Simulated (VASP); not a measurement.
A run of VASP 6.6.1 is set up as follows.

The input INCAR:

```
SYSTEM = HfIn4SiO6
AGGAC = 1.0
AGGAX = 1.0
ALDAC = 0.0
ALDAX = 1.0
ALGO = Normal
EDIFF = 1E-7
ENCUT = 520
GGA = B5
ISIF = 2
ISMEAR = -1
LASPH = .TRUE.
LCHARG = .FALSE.
LREAL = .FALSE.
LWAVE = .FALSE.
NBANDS = 63
NELM = 100
PREC = Accurate
SIGMA = 0.05
```

File KPOINTS:

```
k-points
0
G
  4 4 2
  0 0 0
```

The input POSCAR:

```
HfIn4SiO6
1.0
    5.3531297235      0.0000029282      0.0000000000
   -2.6765673976      4.6359448662      0.0000000000
    0.0000000000      0.0000000000     12.0848874899
Hf In Si O
1 4 1 6
Direct
    0.6666666667      0.3333333333      0.0000000000
    0.0000000000      0.0000000000      0.2680226722
    0.0000000000      0.0000000000      0.7319773278
    0.3333333333      0.6666666667      0.8152107216
    0.3333333333      0.6666666667      0.1847892784
    0.0000000000      0.0000000000      0.0000000000
    0.9701626464      0.7051189818      0.9120077025
    0.2948810182      0.0298373536      0.0879922975
    0.2948810182      0.2650436645      0.9120077025
    0.7349563355      0.7051189818      0.0879922975
    0.7349563355      0.0298373536      0.9120077025
    0.9701626464      0.2650436645      0.0879922975
```

Potentials or basis: VASP PAW PBE potentials, release 64 (Hf_pv, In_d, Si, O).

The run is started by

```console
$ cat potpaw_PBE.64/Hf_pv/POTCAR potpaw_PBE.64/In_d/POTCAR potpaw_PBE.64/Si/POTCAR potpaw_PBE.64/O/POTCAR > POTCAR
$ mpirun -np 1 vasp_std > vasp.out
```

Q: What does it give for the pressure?

A: -0.1 GPa.

Q: What does it give for the band gap on the k mesh?

A: 0.94 eV, indirect (least direct gap 2.02 eV).

Q: Predict the largest force.

A: 0.133 eV/Å.

Stress tensor (GPa, compression positive):
```
-0.17  0.00  0.00
 0.00 -0.17  0.00
 0.00  0.00  0.04
```

Caveat: the PAW data sets were made with another functional, which shifts forces and pressure a little; spin-orbit coupling is left out, which moves the levels of the heavy elements. A k mesh can miss the band edges.
